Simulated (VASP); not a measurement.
# BN (P6_3/mmc) in VASP: further runs

Runs on BN. Level: PBE. Tasks: relaxation of the atoms.

Everything below comes from runs of VASP 6.6.1. Logs are shortened: lines on timing, memory, paths and dates and some standing lists are left out, and cuts for length are marked.

### 1 The cell of the first run

It takes space group P6_3/mmc (No. 194, hexagonal). Conventional cell: a = 2.488 Å, b = 2.488 Å, c = 6.463 Å, α = 90.00°, β = 90.00°, γ = 120.00°. B (site symmetry -6m2) has 3 N at 1.44 Å within 1.9 Å. Within 1.9 Å of N (site symmetry -6m2) lie 3 B at 1.44 Å.

### 2 Relaxation of the atoms, PBE (volume scaled by 0.94)

INCAR

```
PREC = Accurate
ENCUT = 520
EDIFF = 1E-6
ISMEAR = -1
SIGMA = 0.02
LREAL = F
LASPH = T
NELM = 80
ALGO = Normal
ISIF = 2
LWAVE = F
LCHARG = F
GGA = PE
IBRION = 2
NSW = 80
EDIFFG = -0.02
```

KPOINTS

```
regular mesh
0
Gamma
  13 13 5
```

POSCAR

```
BN
1.0
    2.4881487161      0.0000000000      0.0000000000
   -1.2440743581      2.1547999966      0.0000000000
    0.0000000000      0.0000000000      6.4633091453
B N
2 2
Direct
    0.3333333333      0.6666666667      0.2500000000
    0.6666666667      0.3333333333      0.7500000000
    0.3333333333      0.6666666667      0.7500000000
    0.6666666667      0.3333333333      0.2500000000
```

Potentials or basis: VASP PAW PBE potentials, release 64 (B, N).

Started as:

```console
$ cat potpaw_PBE.64/B/POTCAR potpaw_PBE.64/N/POTCAR > POTCAR
$ mpirun -np 1 vasp_std > vasp.out
```

OUTCAR:

```text
PREC = Accurate
   ENCUT = 520
   EDIFF = 1E-6
   ISMEAR = -1
   LREAL = F
   LASPH = T
   NELM = 80
   ISIF = 2
   GGA = PE
   IBRION = 2
   NSW = 80
   EDIFFG = -0.02

 ion  position               nearest neighbor table
   1  0.333  0.667  0.250-   4 1.44   4 1.44   4 1.44
   2  0.667  0.333  0.750-   3 1.44   3 1.44   3 1.44
   3  0.333  0.667  0.750-   2 1.44   2 1.44   2 1.44
   4  0.667  0.333  0.250-   1 1.44   1 1.44   1 1.44

  LATTYP: Found a hexagonal cell.
 ALAT       =     2.4881487161
 C/A-ratio  =     2.5976377953

  Lattice vectors:

 A1 = (   2.4881487161,   0.0000000000,   0.0000000000)
 A2 = (  -1.2440743581,   2.1547999966,   0.0000000000)
 A3 = (   0.0000000000,   0.0000000000,   6.4633091453)

Analysis of symmetry for initial positions (statically):
=====================================================================
 Subroutine PRICEL returns:
 Original cell was already a primitive cell.

 Routine SETGRP: Setting up the symmetry group for a
 hexagonal supercell.

 Subroutine GETGRP returns: Found 24 space group operations
 (whereof 12 operations were pure point group operations)
 out of a pool of 24 trial point group operations.

The static configuration has the point symmetry D_3d.
 The point group associated with its full space group is D_6h.

Analysis of symmetry for dynamics (positions and initial velocities):
=====================================================================
 Subroutine PRICEL returns:
 Original cell was already a primitive cell.

 Routine SETGRP: Setting up the symmetry group for a
 hexagonal supercell.

 Subroutine GETGRP returns: Found 24 space group operations
 (whereof 12 operations were pure point group operations)
 out of a pool of 24 trial point group operations.

The dynamic configuration has the point symmetry D_3d.
 The point group associated with its full space group is D_6h.

 Subroutine INISYM returns: Found 24 space group operations
 (whereof 12 operations are pure point group operations),
 and found     1 'primitive' translations

----------------------------------------------------------------------------------------

                                     Primitive cell

  volume of cell :      34.6528

  direct lattice vectors                    reciprocal lattice vectors
     2.488148716  0.000000000  0.000000000     0.401905237  0.232040097  0.000000000
    -1.244074358  2.154799997  0.000000000     0.000000000  0.464080194  0.000000000
     0.000000000  0.000000000  6.463309145     0.000000000  0.000000000  0.154719506

  length of vectors
     2.488148716  2.488148716  6.463309145     0.464080194  0.464080194  0.154719506

  position of ions in fractional coordinates (direct lattice)
     0.333333333  0.666666667  0.250000000
     0.666666667  0.333333333  0.750000000
     0.333333333  0.666666667  0.750000000
     0.666666667  0.333333333  0.250000000

  ion indices of the primitive-cell ions
   primitive index   ion index
                 1           1
                 2           2
                 3           3
                 4           4

----------------------------------------------------------------------------------------

 KPOINTS: regular mesh

Automatic generation of k-mesh.
 Grid dimensions read from file:
 generate k-points for:   13   13    5

 Generating k-lattice:

  Cartesian coordinates                     Fractional coordinates (reciprocal lattice)
     0.030915787  0.017849238  0.000000000     0.076923077  0.000000000  0.000000000
     0.000000000  0.035698476  0.000000000     0.000000000  0.076923077  0.000000000
     0.000000000  0.000000000  0.030943901     0.000000000  0.000000000  0.200000000

  Length of vectors
     0.035698476  0.035698476  0.030943901

  Shift w.r.t. Gamma in fractional coordinates (k-lattice)
     0.000000000  0.000000000  0.000000000

 Subroutine IBZKPT returns following result:
 ===========================================

 Found     63 irreducible k-points:

 Following reciprocal coordinates:
            Coordinates               Weight
  0.000000  0.000000  0.000000      1.000000
  0.076923  0.000000  0.000000      6.000000
  0.153846  0.000000  0.000000      6.000000
  0.230769  0.000000  0.000000      6.000000
  0.307692  0.000000  0.000000      6.000000
  0.384615  0.000000  0.000000      6.000000
[... 16 lines left out ...]
  0.076923  0.000000  0.200000     12.000000
  0.153846  0.000000  0.200000     12.000000
 [... further k-points ...]
   k-points           NKPTS =     63   k-points in BZ     NKDIM =     63   number of bands    NBANDS=     12
   number of dos      NEDOS =    301   number of ions     NIONS =      4
   total plane-waves  NPLWV =  19200
   dimension x,y,z NGX =    20 NGY =   20 NGZ =   48
   dimension x,y,z NGXF=    40 NGYF=   40 NGZF=   96
   ions per type =               2   2
   NGX,Y,Z   is equivalent  to a cutoff of  13.36, 13.36, 12.35 a.u.
   NGXF,Y,Z  is equivalent  to a cutoff of  26.73, 26.73, 24.69 a.u.
 SYSTEM =  unknown system
   PREC   = accura    normal or accurate (medium, high low for compatibility)
   ISTART =      0    job   : 0-new  1-cont  2-samecut
   ICHARG =      2    charge: 1-file 2-atom 10-const
   ISPIN  =      1    spin polarized calculation?
   LNONCOLLINEAR =      F non collinear calculations
   LSORBIT =      F    spin-orbit coupling
   LASPH  =      T    aspherical Exc in radial PAW
   ENCUT  =  520.0 eV  38.22 Ry    6.18 a.u.   4.63  4.63 12.02*2*pi/ulx,y,z
   NELM   =     80;   NELMIN=  2; NELMDL= -5     # of ELM steps
   EDIFF  = 0.1E-05   stopping-criterion for ELM
   LREAL  =      F    real-space projection
   EDIFFG = -.2E-01   stopping-criterion for IOM
   NSW    =     80    number of steps for IOM
   IBRION =      2    ionic relax: 0-MD 1-quasi-New 2-CG
   NFREE  =      1    steps in history (QN), initial steepest desc. (CG)
   ISIF   =      2    stress and relaxation
   ISYM   =      2    0-nonsym 1-usesym 2-fastsym
   POTIM  = 0.5000    time-step for ionic-motion
   TEBEG  =    0.0;   TEEND  =   0.0 temperature during run
   PSTRESS=    0.0 pullay stress
   NELECT =      16.0000    total number of electrons
   NUPDOWN=      -1.0000    fix difference up-down
   EMIN   =  10.00;   EMAX   =-10.00  energy-range for DOS
   EFERMI =   0.00;   METHOD = LEGACY
   ISMEAR =    -1;   SIGMA  =   0.02  broadening in eV -4-tet -1-fermi 0-gaus
   EFERMI_NEDOS =   21; number of points for ismear=-14 and -15
   IALGO  =     38    algorithm
   IMIX   =      4    mixing-type and parameters
     AMIX     =   0.40;   BMIX     =  1.00
     AMIX_MAG =   1.60;   BMIX_MAG =  1.00
  volume/ion in A,a.u.               =       8.66        58.46
  Fermi-wavevector in a.u.,A,eV,Ry     =   1.265325  2.391117 21.783571  1.601047
  Thomas-Fermi vector in A             =   2.398584
   LORBIT       =      0    0 simple, 1 ext, 2 COOP (PROOUT), +10 PAW based schemes
   GGA     = PE    functional components
   LHFCALC =     F    Hartree Fock is set to
   AEXX    =    0.0000 exact exchange contribution
   IVDW    =     0    specifies the selected vdW correction
   LEPSILON=     F    determine dielectric tensor
   LRPA    =     F    only Hartree local field effects (RPA)
 conjugate gradient relaxation of ions
 non-spin polarized calculation
  energy-cutoff  :      520.00
  volume of cell :       34.65
 maximum number of plane-waves:       949
 NGX is ok and might be reduce to    20
   NGX =  9   NGY =  9   NGZ = 25

 number of electron      15.9999999 magnetization

 Free energy of the ion-electron system (eV)
  ---------------------------------------------------
  ext. energy  EPLUGINS =         0.00000000
  ---------------------------------------------------
  free energy    TOTEN  =       -35.11072134 eV

  energy without entropy =      -35.11072134  energy(sigma->0) =      -35.11072134

 E-fermi :   3.0746     XC(G=0): -10.2890

 val. band max:        2.6273953634   @ k =   0.3077   0.3077   0.0000
 cond. band min:       6.9107155461   @ k =   0.4615   0.0769   0.0000
 fundamental gap:      4.2833201827
 Fermi energy:         3.0746265584

 k-point     1 :       0.0000    0.0000    0.0000
  band No.  band energies     occupation
      1     -15.3660      2.00000
      2     -15.0075      2.00000
      3      -3.8541      2.00000
      4      -1.4500      2.00000
      5       1.2680      2.00000
      6       1.2680      2.00000
      7       1.3152      2.00000
      8       1.3152      2.00000
      9       8.0191      0.00000
     10      13.2882      0.00000
     11      14.2732      0.00000
     12      14.3410      0.00000

 k-point     2 :       0.0769    0.0000    0.0000
  band No.  band energies     occupation
      1     -15.2480      2.00000
      2     -14.8942      2.00000
      3      -3.6922      2.00000
      4      -1.3058      2.00000
      5       0.7848      2.00000
      6       0.8287      2.00000
      7       1.0389      2.00000
      8       1.0905      2.00000
      9       8.2327      0.00000
     10      13.1902      0.00000
     11      14.1540      0.00000
     12      14.3594      0.00000

 k-point     3 :       0.1538    0.0000    0.0000
  band No.  band energies     occupation
      1     -14.8994      2.00000
      2     -14.5597      2.00000
      3      -3.2113      2.00000
      4      -0.8809      2.00000
      5      -0.4698      2.00000
      6      -0.4186      2.00000
      7       0.4669      2.00000
      8       0.5276      2.00000
      9       8.7991      0.00000
     10      12.8108      0.00000
     11      13.8119      0.00000
     12      14.1675      0.00000
[... 286 lines left out ...]
 k-point    23 :       0.0769    0.0000    0.2000
  band No.  band energies     occupation
      1     -15.2164      2.00000
      2     -14.9304      2.00000
      3      -3.5054      2.00000
      4      -1.5969      2.00000
      5       0.7900      2.00000
      6       0.8269      2.00000
      7       1.0438      2.00000
      8       1.0856      2.00000
      9       8.7217      0.00000
     10      12.6972      0.00000
     11      14.1856      0.00000
     12      14.3490      0.00000

 k-point    24 :       0.1538    0.0000    0.2000
  band No.  band energies     occupation
      1     -14.8689      2.00000
      2     -14.5943      2.00000
      3      -3.0297      2.00000
      4      -1.1745      2.00000
      5      -0.4611      2.00000
      6      -0.4086      2.00000
      7       0.4726      2.00000
      8       0.5218      2.00000
      9       9.2514      0.00000
     10      12.5075      0.00000
     11      13.8605      0.00000
     12      14.1380      0.00000

 [... further k-points ...]
[... 5 lines left out ...]
  --------------------------------------------------------------------------------------
  -------------------------------------------------------------------------------------
  Total        2.4264965      2.4264965      0.8501274     -0.0000000      0.0000000     -0.0000000
  in kB      112.1894497    112.1894497     39.3057766     -0.0000000      0.0000000     -0.0000000
  external PRESSURE =      87.8948920 kB  Pullay stress =       0.0000000 kB

 VOLUME and BASIS-vectors are now :
 -----------------------------------------------------------------------------
  energy-cutoff  :      520.00
  volume of cell :       34.65
      direct lattice vectors                 reciprocal lattice vectors
     2.488148716  0.000000000  0.000000000     0.401905237  0.232040097  0.000000000
    -1.244074358  2.154799997  0.000000000     0.000000000  0.464080194  0.000000000
     0.000000000  0.000000000  6.463309145     0.000000000  0.000000000  0.154719506

 POSITION                                       TOTAL-FORCE (eV/Angst)
 -----------------------------------------------------------------------------------
     -0.00000      1.43653      1.61583        -0.000000     -0.000000      0.000000
      1.24407      0.71827      4.84748         0.000000     -0.000000      0.000000
     -0.00000      1.43653      4.84748         0.000000      0.000000      0.000000
      1.24407      0.71827      1.61583        -0.000000     -0.000000      0.000000
 -----------------------------------------------------------------------------------
    total drift:                               -0.000000      0.000000     -0.000000

  FREE ENERGIE OF THE ION-ELECTRON SYSTEM (eV)
  ---------------------------------------------------
  free  energy   TOTEN  =       -35.1107213374 eV

  energy  without entropy=      -35.1107213374  energy(sigma->0) =      -35.11072134

 reached required accuracy - stopping structural energy minimisation
```

It took 13 s on 1 thread of Intel Xeon 6975P-C, shared host; peak memory 0.15 GiB.

What came out:

```
Free energy             : -35.1107 eV
Pressure after relaxing : 8.8 GPa
Band gap on the k mesh  : 4.28 eV, indirect (least direct gap 4.66 eV)
```

Stress tensor (GPa, compression positive):
```
11.22  0.00  0.00
 0.00 11.22  0.00
 0.00  0.00  3.93
```

Final structure:
```
B N
1.0
     2.48815    0.00000    0.00000
    -1.24407    2.15480    0.00000
     0.00000    0.00000    6.46331
B N
2 2
Direct
  0.33333 0.66667 0.25000
  0.66667 0.33333 0.75000
  0.33333 0.66667 0.75000
  0.66667 0.33333 0.25000
```

Levels at points of the mesh, in eV from the valence-band top:
```
           k point  band 6  band 7  band 8  band 9  band 10  band 11
(0.00, 0.00, 0.00)   -1.36   -1.31   -1.31    5.39    10.66    11.65
```

Caveat: the relaxation stopped at its first step, so nothing moved; this functional lacks dispersion, which binds the layers, so the pressure and a relaxed spacing across them are unreliable. A k mesh can miss the band edges.

### 3 Relaxation of the atoms, PBE (volume scaled by 0.96)

INCAR

```
SYSTEM = BN
  PREC = Accurate
  ENCUT = 520
  EDIFF = 1E-6
  ISMEAR = -1
  SIGMA = 0.02
  LREAL = .False.
  LASPH = .True.
  NELM = 100
  ALGO = Normal
  ISIF = 2
  LWAVE = .False.
  LCHARG = .False.
  GGA = PE
  IBRION = 2
  NSW = 80
  EDIFFG = -0.02
```

KPOINTS

```
Automatic mesh
0
Gamma
  13 13 5
  0 0 0
```

POSCAR

```
BN
1.0
    2.5056714675      0.0000000000      0.0000000000
   -1.2528357338      2.1699751444      0.0000000000
    0.0000000000      0.0000000000      6.5088269066
B N
2 2
Direct
    0.3333333333      0.6666666667      0.2500000000
    0.6666666667      0.3333333333      0.7500000000
    0.3333333333      0.6666666667      0.7500000000
    0.6666666667      0.3333333333      0.2500000000
```

Potentials or basis: VASP PAW PBE potentials, release 64 (B, N).

Started as:

```console
$ cat potpaw_PBE.64/B/POTCAR potpaw_PBE.64/N/POTCAR > POTCAR
$ mpirun -np 1 vasp_std > vasp.out
```

OUTCAR:

```text
SYSTEM = BN
   PREC = Accurate
   ENCUT = 520
   EDIFF = 1E-6
   ISMEAR = -1
   LREAL = .False.
   LASPH = .True.
   NELM = 100
   ISIF = 2
   GGA = PE
   IBRION = 2
   NSW = 80
   EDIFFG = -0.02

 ion  position               nearest neighbor table
   1  0.333  0.667  0.250-   4 1.45   4 1.45   4 1.45
   2  0.667  0.333  0.750-   3 1.45   3 1.45   3 1.45
   3  0.333  0.667  0.750-   2 1.45   2 1.45   2 1.45
   4  0.667  0.333  0.250-   1 1.45   1 1.45   1 1.45

  LATTYP: Found a hexagonal cell.
 ALAT       =     2.5056714675
 C/A-ratio  =     2.5976377953

  Lattice vectors:

 A1 = (   2.5056714675,   0.0000000000,   0.0000000000)
 A2 = (  -1.2528357338,   2.1699751444,   0.0000000000)
 A3 = (   0.0000000000,   0.0000000000,   6.5088269066)

Analysis of symmetry for initial positions (statically):
=====================================================================
 Subroutine PRICEL returns:
 Original cell was already a primitive cell.

 Routine SETGRP: Setting up the symmetry group for a
 hexagonal supercell.

[... 182 lines left out ...]
      1     -15.3825      2.00000
      2     -15.0399      2.00000
      3      -3.8669      2.00000
      4      -1.5264      2.00000
      5       1.0931      2.00000
      6       1.0931      2.00000
      7       1.1387      2.00000
      8       1.1387      2.00000
      9       7.8186      0.00000
     10      12.9700      0.00000
     11      13.9492      0.00000
     12      13.9535      0.00000
[... 331 lines left out ...]
 k-point    24 :       0.1538    0.0000    0.2000
  band No.  band energies     occupation
      1     -14.8942      2.00000
      2     -14.6319      2.00000
      3      -3.0586      2.00000
      4      -1.2543      2.00000
      5      -0.6185      2.00000
      6      -0.5672      2.00000
      7       0.3149      2.00000
      8       0.3624      2.00000
      9       9.0354      0.00000
     10      12.1955      0.00000
     11      13.5108      0.00000
     12      13.7827      0.00000

 [... further k-points ...]
[... 5 lines left out ...]
  --------------------------------------------------------------------------------------
  -------------------------------------------------------------------------------------
  Total        0.6871575      0.6871575      0.7871353     -0.0000000      0.0000000     -0.0000000
  in kB       31.1089450     31.1089450     35.6351328     -0.0000000      0.0000000     -0.0000000
  external PRESSURE =      32.6176742 kB  Pullay stress =       0.0000000 kB

 VOLUME and BASIS-vectors are now :
 -----------------------------------------------------------------------------
  energy-cutoff  :      520.00
  volume of cell :       35.39
      direct lattice vectors                 reciprocal lattice vectors
     2.505671468  0.000000000  0.000000000     0.399094619  0.230417386  0.000000000
    -1.252835734  2.169975144  0.000000000     0.000000000  0.460834772  0.000000000
     0.000000000  0.000000000  6.508826907     0.000000000  0.000000000  0.153637516

 POSITION                                       TOTAL-FORCE (eV/Angst)
 -----------------------------------------------------------------------------------
     -0.00000      1.44665      1.62721        -0.000000     -0.000000      0.000000
      1.25284      0.72333      4.88162         0.000000      0.000000      0.000000
     -0.00000      1.44665      4.88162        -0.000000     -0.000000      0.000000
      1.25284      0.72333      1.62721         0.000000      0.000000      0.000000
 -----------------------------------------------------------------------------------
    total drift:                               -0.000000      0.000000      0.000000

  FREE ENERGIE OF THE ION-ELECTRON SYSTEM (eV)
  ---------------------------------------------------
  free  energy   TOTEN  =       -35.1389516872 eV

  energy  without entropy=      -35.1389516872  energy(sigma->0) =      -35.13895169

 reached required accuracy - stopping structural energy minimisation
```

OSZICAR:

```text
N       E                     dE             d eps       ncg     rms          rms(c)
DAV:   1     0.602822297571E+02    0.60282E+02   -0.83271E+03  1512   0.124E+03
DAV:   2    -0.343929178211E+02   -0.94675E+02   -0.85239E+02  2216   0.263E+02
DAV:   3    -0.386112059053E+02   -0.42183E+01   -0.41900E+01  1912   0.585E+01
DAV:   4    -0.386558717232E+02   -0.44666E-01   -0.44635E-01  1852   0.649E+00
DAV:   5    -0.386565668934E+02   -0.69517E-03   -0.69493E-03  1900   0.784E-01    0.112E+01
DAV:   6    -0.354933456058E+02    0.31632E+01   -0.79936E+00  1736   0.233E+01    0.508E+00
DAV:   7    -0.352152571958E+02    0.27809E+00   -0.49463E-01  1884   0.619E+00    0.313E+00
DAV:   8    -0.351408930489E+02    0.74364E-01   -0.27480E-01  1832   0.408E+00    0.386E-01
DAV:   9    -0.351380179625E+02    0.28751E-02   -0.10914E-02  1840   0.958E-01    0.182E-01
DAV:  10    -0.351388668620E+02   -0.84890E-03   -0.11982E-03  1840   0.305E-01    0.368E-02
DAV:  11    -0.351389554726E+02   -0.88611E-04   -0.19355E-04  1940   0.124E-01    0.274E-02
DAV:  12    -0.351389514134E+02    0.40591E-05   -0.44693E-05  1800   0.597E-02    0.422E-03
DAV:  13    -0.351389516872E+02   -0.27376E-06   -0.14498E-06  1424   0.118E-02
   1 F= -.35138952E+02 E0= -.35138952E+02  d E =-.351390E+02
```

It took 13 s on 1 thread of Intel Xeon 6975P-C, shared host; peak memory 0.16 GiB.

Results:

- Free energy: -35.1390 eV
- Pressure after relaxing: 3.3 GPa
- Band gap on the k mesh: 4.26 eV, indirect (least direct gap 4.63 eV)

Final structure:
```
B N
1.0
     2.50567    0.00000    0.00000
    -1.25284    2.16998    0.00000
     0.00000    0.00000    6.50883
B N
2 2
Cartesian
  0.0000 1.4466 1.6272
  1.2528 0.7233 4.8816
  0.0000 1.4466 4.8816
  1.2528 0.7233 1.6272
```

Caveat: the relaxation stopped at its first step, so nothing moved; this functional lacks dispersion, which binds the layers, so the pressure and a relaxed spacing across them are unreliable.
